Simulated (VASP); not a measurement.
# CaGe4N (F-43m) in VASP: single point with PBE

Aim: the single point of CaGe4N with PBE.

All numbers are computed with VASP 6.6.1; they aren't measurements. Logs are shortened: lines on timing, memory, paths and dates and some standing lists are left out, and cuts for length are marked.

## Step 1: The cell of the first run

The structure is cubic, space group F-43m (No. 216). Conventional cell: a = 7.759 Å, b = 7.759 Å, c = 7.759 Å, α = 90.00°, β = 90.00°, γ = 90.00°. Ca (site symmetry -43m) has 12 Ge at 3.22 Å and 4 N at 3.36 Å within 4.2 Å. Ge (site symmetry 3m) has 6 Ge at 2.74 Å and 3 N at 3.22 Å and 3 Ca at 3.22 Å within 3.6 Å. Within 4.2 Å of N (site symmetry -43m) lie 12 Ge at 3.22 Å and 4 Ca at 3.36 Å.

The cell was generated, and may not be a known phase.

## Step 2: Single point, PBE

Input file INCAR:

```
SYSTEM = CaGe4N
ALGO     = Normal         ! electronic algorithm
EDIFF    = 1E-6           ! SCF threshold, eV
ENCUT    = 520            ! plane-wave cutoff, eV
GGA      = PE             ! functional
ISIF     = 2              ! what is computed and relaxed
ISMEAR   = 0              ! smearing method
LASPH    = .TRUE.         ! aspherical terms in the spheres
LCHARG   = .FALSE.        ! write CHGCAR
LREAL    = .FALSE.        ! projectors in reciprocal space
LWAVE    = .FALSE.        ! write WAVECAR
NBANDS   = 44             ! bands
NELM     = 100            ! most SCF steps
PREC     = Accurate       ! precision mode
SIGMA    = 0.1            ! smearing width, eV
```

Input file KPOINTS:

```
k-points
0
G
  4 4 4
  0 0 0
```

Input file POSCAR:

```
CaGe4N
1.0
    0.0000000000      3.8794034500      3.8794034500
    3.8794034500      0.0000000000      3.8794034500
    3.8794034500      3.8794034500      0.0000000000
Ca Ge N
1 4 1
Direct
    0.7500000000      0.7500000000      0.7500000000
    0.8751070200      0.3749643300      0.3749643300
    0.3749643300      0.3749643300      0.3749643300
    0.3749643300      0.8751070200      0.3749643300
    0.3749643300      0.3749643300      0.8751070200
    0.0000000000      0.0000000000      0.0000000000
```

Potentials or basis: VASP PAW PBE potentials, release 64 (Ca_sv, Ge_d, N).

Launch:

```sh
> cat potpaw_PBE.64/Ca_sv/POTCAR potpaw_PBE.64/Ge_d/POTCAR potpaw_PBE.64/N/POTCAR > POTCAR
> mpirun -np 1 vasp_std > vasp.out
```

OUTCAR:

```text
SYSTEM = CaGe4N
   EDIFF = 1E-6
   ENCUT = 520
   GGA = PE
   ISIF = 2
   ISMEAR = 0
   LASPH = .TRUE.
   LREAL = .FALSE.
   NELM = 100
   PREC = Accurate

 ion  position               nearest neighbor table
   1  0.750  0.750  0.750-
   2  0.875  0.375  0.375-   3 2.74   4 2.74   5 2.74   4 2.74   5 2.74   3 2.74
   3  0.375  0.375  0.375-   2 2.74   4 2.74   5 2.74   2 2.74   4 2.74   5 2.74
   4  0.375  0.875  0.375-   2 2.74   3 2.74   5 2.74   2 2.74   5 2.74   3 2.74
   5  0.375  0.375  0.875-   2 2.74   3 2.74   4 2.74   4 2.74   2 2.74   3 2.74
   6  0.000  0.000  0.000-

  LATTYP: Found a face centered cubic cell.
 ALAT       =     7.7588069000

  Lattice vectors:

 A1 = (   0.0000000000,   3.8794034500,   3.8794034500)
 A2 = (   3.8794034500,   0.0000000000,   3.8794034500)
 A3 = (   3.8794034500,   3.8794034500,   0.0000000000)

Analysis of symmetry for initial positions (statically):
=====================================================================
 Subroutine PRICEL returns:
 Original cell was already a primitive cell.

 Routine SETGRP: Setting up the symmetry group for a
 face centered cubic supercell.

 Subroutine GETGRP returns: Found 24 space group operations
 (whereof 24 operations were pure point group operations)
 out of a pool of 48 trial point group operations.

The static configuration has the point symmetry T_d .

Analysis of symmetry for dynamics (positions and initial velocities):
=====================================================================
 Subroutine PRICEL returns:
 Original cell was already a primitive cell.

 Routine SETGRP: Setting up the symmetry group for a
 face centered cubic supercell.

 Subroutine GETGRP returns: Found 24 space group operations
 (whereof 24 operations were pure point group operations)
 out of a pool of 48 trial point group operations.

The dynamic configuration has the point symmetry T_d .

 Subroutine INISYM returns: Found 24 space group operations
 (whereof 24 operations are pure point group operations),
 and found     1 'primitive' translations

----------------------------------------------------------------------------------------

                                     Primitive cell

  volume of cell :     116.7683

  direct lattice vectors                    reciprocal lattice vectors
     0.000000000  3.879403450  3.879403450    -0.128885796  0.128885796  0.128885796
     3.879403450  0.000000000  3.879403450     0.128885796 -0.128885796  0.128885796
     3.879403450  3.879403450  0.000000000     0.128885796  0.128885796 -0.128885796

  length of vectors
     5.486304973  5.486304973  5.486304973     0.223236746  0.223236746  0.223236746

  position of ions in fractional coordinates (direct lattice)
     0.750000000  0.750000000  0.750000000
     0.875107020  0.374964330  0.374964330
     0.374964330  0.374964330  0.374964330
     0.374964330  0.875107020  0.374964330
     0.374964330  0.374964330  0.875107020
     0.000000000  0.000000000  0.000000000

  ion indices of the primitive-cell ions
   primitive index   ion index
                 1           1
                 2           2
                 3           3
                 4           4
                 5           5
                 6           6

----------------------------------------------------------------------------------------

 KPOINTS: k-points

Automatic generation of k-mesh.
 Grid dimensions read from file:
 generate k-points for:    4    4    4

 Generating k-lattice:

  Cartesian coordinates                     Fractional coordinates (reciprocal lattice)
    -0.032221449  0.032221449  0.032221449     0.250000000  0.000000000  0.000000000
     0.032221449 -0.032221449  0.032221449     0.000000000  0.250000000  0.000000000
     0.032221449  0.032221449 -0.032221449     0.000000000  0.000000000  0.250000000

  Length of vectors
     0.055809187  0.055809187  0.055809187

  Shift w.r.t. Gamma in fractional coordinates (k-lattice)
     0.000000000  0.000000000  0.000000000

 Subroutine IBZKPT returns following result:
 ===========================================

 Found      8 irreducible k-points:

 Following reciprocal coordinates:
            Coordinates               Weight
  0.000000  0.000000  0.000000      1.000000
  0.250000  0.000000  0.000000      8.000000
  0.500000  0.000000  0.000000      4.000000
  0.250000  0.250000  0.000000      6.000000
  0.500000  0.250000  0.000000     24.000000
 -0.250000  0.250000  0.000000     12.000000
  0.500000  0.500000  0.000000      3.000000
 -0.250000  0.500000  0.250000      6.000000
   k-points           NKPTS =      8   k-points in BZ     NKDIM =      8   number of bands    NBANDS=     44
   number of dos      NEDOS =    301   number of ions     NIONS =      6
   total plane-waves  NPLWV =  74088
   dimension x,y,z NGX =    42 NGY =   42 NGZ =   42
   dimension x,y,z NGXF=    84 NGYF=   84 NGZF=   84
   ions per type =               1   4   1
   NGX,Y,Z   is equivalent  to a cutoff of  12.73, 12.73, 12.73 a.u.
   NGXF,Y,Z  is equivalent  to a cutoff of  25.45, 25.45, 25.45 a.u.
 SYSTEM =  CaGe4N
   PREC   = accura    normal or accurate (medium, high low for compatibility)
   ISTART =      0    job   : 0-new  1-cont  2-samecut
   ICHARG =      2    charge: 1-file 2-atom 10-const
   ISPIN  =      1    spin polarized calculation?
   LNONCOLLINEAR =      F non collinear calculations
   LSORBIT =      F    spin-orbit coupling
   LASPH  =      T    aspherical Exc in radial PAW
   ENCUT  =  520.0 eV  38.22 Ry    6.18 a.u.  10.20 10.20 10.20*2*pi/ulx,y,z
   NELM   =    100;   NELMIN=  2; NELMDL= -5     # of ELM steps
   EDIFF  = 0.1E-05   stopping-criterion for ELM
   LREAL  =      F    real-space projection
   EDIFFG = 0.1E-04   stopping-criterion for IOM
   NSW    =      0    number of steps for IOM
   IBRION =     -1    ionic relax: 0-MD 1-quasi-New 2-CG
   NFREE  =      0    steps in history (QN), initial steepest desc. (CG)
   ISIF   =      2    stress and relaxation
   ISYM   =      2    0-nonsym 1-usesym 2-fastsym
   POTIM  = 0.5000    time-step for ionic-motion
   TEBEG  =    0.0;   TEEND  =   0.0 temperature during run
   PSTRESS=    0.0 pullay stress
   NELECT =      71.0000    total number of electrons
   NUPDOWN=      -1.0000    fix difference up-down
   EMIN   =  10.00;   EMAX   =-10.00  energy-range for DOS
   EFERMI =   0.00;   METHOD = LEGACY
   ISMEAR =     0;   SIGMA  =   0.10  broadening in eV -4-tet -1-fermi 0-gaus
   EFERMI_NEDOS =   21; number of points for ismear=-14 and -15
   IALGO  =     38    algorithm
   IMIX   =      4    mixing-type and parameters
     AMIX     =   0.40;   BMIX     =  1.00
     AMIX_MAG =   1.60;   BMIX_MAG =  1.00
  volume/ion in A,a.u.               =      19.46       131.33
  Fermi-wavevector in a.u.,A,eV,Ry     =   1.386924  2.620906 26.171598  1.923558
  Thomas-Fermi vector in A             =   2.511194
   LORBIT       =      0    0 simple, 1 ext, 2 COOP (PROOUT), +10 PAW based schemes
   GGA     = PE    functional components
   LHFCALC =     F    Hartree Fock is set to
   AEXX    =    0.0000 exact exchange contribution
   IVDW    =     0    specifies the selected vdW correction
   LEPSILON=     F    determine dielectric tensor
   LRPA    =     F    only Hartree local field effects (RPA)
 non-spin polarized calculation
 Gauss-broadening in eV      SIGMA  =   0.10
  energy-cutoff  :      520.00
  volume of cell :      116.77
 maximum number of plane-waves:      3156
 NGX is ok and might be reduce to    42
   NGX = 21   NGY = 21   NGZ = 21

 number of electron      71.0000043 magnetization

 Free energy of the ion-electron system (eV)
  ---------------------------------------------------
  ext. energy  EPLUGINS =         0.00000000
  ---------------------------------------------------
  free energy    TOTEN  =       -24.45222421 eV

  energy without entropy =      -24.42796837  energy(sigma->0) =      -24.44009629

 E-fermi :   5.1033     XC(G=0): -10.5023

 val. band max:        5.0608959837   @ k =  -0.2500   0.5000   0.2500
 cond. band min:       5.1116017938   @ k =  -0.2500   0.2500   0.0000
 fundamental gap:      0.0507058101
 Fermi energy:         5.1032878370

 k-point     1 :       0.0000    0.0000    0.0000
  band No.  band energies     occupation
      1     -35.9537      2.00000
      2     -19.9047      2.00000
      3     -19.8400      2.00000
      4     -19.8400      2.00000
      5     -19.8400      2.00000
      6     -19.8359      2.00000
[... 36 lines left out ...]
     43      10.4587      0.00000
     44      10.4587      0.00000

 k-point     2 :       0.2500    0.0000    0.0000
  band No.  band energies     occupation
      1     -35.9537      2.00000
      2     -19.8853      2.00000
      3     -19.8353      2.00000
      4     -19.8353      2.00000
      5     -19.8309      2.00000
      6     -19.8086      2.00000
[... 36 lines left out ...]
     43       9.8525      0.00000
     44       9.8527      0.00000

 k-point     3 :       0.5000    0.0000    0.0000
  band No.  band energies     occupation
      1     -35.9536      2.00000
      2     -19.8689      2.00000
      3     -19.8329      2.00000
      4     -19.8329      2.00000
      5     -19.7992      2.00000
      6     -19.7493      2.00000
[... 36 lines left out ...]
     43       9.2419      0.00000
     44       9.2419      0.00000

 k-point     4 :       0.2500    0.2500    0.0000
  band No.  band energies     occupation
      1     -35.9536      2.00000
      2     -19.8760      2.00000
      3     -19.8367      2.00000
      4     -19.8286      2.00000
      5     -19.8139      2.00000
      6     -19.8139      2.00000
[... 36 lines left out ...]
     43       9.1817      0.00000
     44      10.0349      0.00000

 k-point     5 :       0.5000    0.2500    0.0000
  band No.  band energies     occupation
      1     -35.9536      2.00000
      2     -19.8509      2.00000
      3     -19.8243      2.00000
      4     -19.8180      2.00000
      5     -19.8061      2.00000
      6     -19.7729      2.00000
[... 36 lines left out ...]
     43       9.0434      0.00000
     44       9.4771      0.00000

 k-point     6 :      -0.2500    0.2500    0.0000
  band No.  band energies     occupation
      1     -35.9536      2.00000
      2     -19.8601      2.00000
      3     -19.8261      2.00000
      4     -19.8244      2.00000
      5     -19.8108      2.00000
      6     -19.7971      2.00000
[... 36 lines left out ...]
     43       9.3216      0.00000
     44       9.8282      0.00000

 k-point     7 :       0.5000    0.5000    0.0000
  band No.  band energies     occupation
      1     -35.9535      2.00000
      2     -19.8395      2.00000
      3     -19.8390      2.00000
      4     -19.7815      2.00000
      5     -19.7808      2.00000
      6     -19.7709      2.00000
[... 36 lines left out ...]
     43       9.3635      0.00000
     44       9.3649      0.00000

 k-point     8 :      -0.2500    0.5000    0.2500
  band No.  band energies     occupation
      1     -35.9535      2.00000
      2     -19.8182      2.00000
      3     -19.8175      2.00000
      4     -19.8163      2.00000
      5     -19.8163      2.00000
      6     -19.7581      2.00000
[... 36 lines left out ...]
     43       9.0947      0.00000
     44       9.1648      0.00000

------------------------ aborting loop because EDIFF is reached ----------------------------------------

  FORCE on cell =-STRESS in cart. coord.  units (eV):
  Direction    XX          YY          ZZ          XY          YZ          ZX
  --------------------------------------------------------------------------------------
  -------------------------------------------------------------------------------------
  Total       -1.3818486     -1.3818486     -1.3818486     -0.0000000      0.0000000     -0.0000000
  in kB      -18.9603439    -18.9603439    -18.9603439     -0.0000000      0.0000000     -0.0000000
  external PRESSURE =     -18.9603439 kB  Pullay stress =       0.0000000 kB

 VOLUME and BASIS-vectors are now :
 -----------------------------------------------------------------------------
  energy-cutoff  :      520.00
  volume of cell :      116.77
      direct lattice vectors                 reciprocal lattice vectors
     0.000000000  3.879403450  3.879403450    -0.128885796  0.128885796  0.128885796
     3.879403450  0.000000000  3.879403450     0.128885796 -0.128885796  0.128885796
     3.879403450  3.879403450  0.000000000     0.128885796  0.128885796 -0.128885796

 POSITION                                       TOTAL-FORCE (eV/Angst)
 -----------------------------------------------------------------------------------
      5.81911      5.81911      5.81911         0.000000      0.000000      0.000000
      2.90928      4.84953      4.84953        -0.058290      0.058290      0.058290
      2.90928      2.90928      2.90928        -0.058290     -0.058290     -0.058290
      4.84953      2.90928      4.84953         0.058290     -0.058290      0.058290
      4.84953      4.84953      2.90928         0.058290      0.058290     -0.058290
      0.00000      0.00000      0.00000         0.000000      0.000000      0.000000
 -----------------------------------------------------------------------------------
    total drift:                               -0.000042     -0.000042     -0.000042

  FREE ENERGIE OF THE ION-ELECTRON SYSTEM (eV)
  ---------------------------------------------------
  free  energy   TOTEN  =       -24.4522242146 eV

  energy  without entropy=      -24.4279683688  energy(sigma->0) =      -24.44009629
```

Wall time 95 s (1 thread of AMD EPYC 7R43 (Zen 3), shared host); peak memory 0.23 GiB.

Results:

| Item | Value |
| --- | --- |
| Free energy | -24.4522 eV |
| Pressure | -1.9 GPa |
| Largest force | 0.101 eV/Å |
| Band gap on the k mesh | zero (an odd number of electrons rules out a gap without spin polarisation) |

Forces on the atoms (eV/Å):
```
Ca   0.000  0.000  0.000
Ge  -0.058  0.058  0.058
Ge  -0.058 -0.058 -0.058
Ge   0.058 -0.058  0.058
Ge   0.058  0.058 -0.058
N    0.000  0.000  0.000
```

The gap in the log of VASP goes by the Fermi energy; the results here count the filled bands.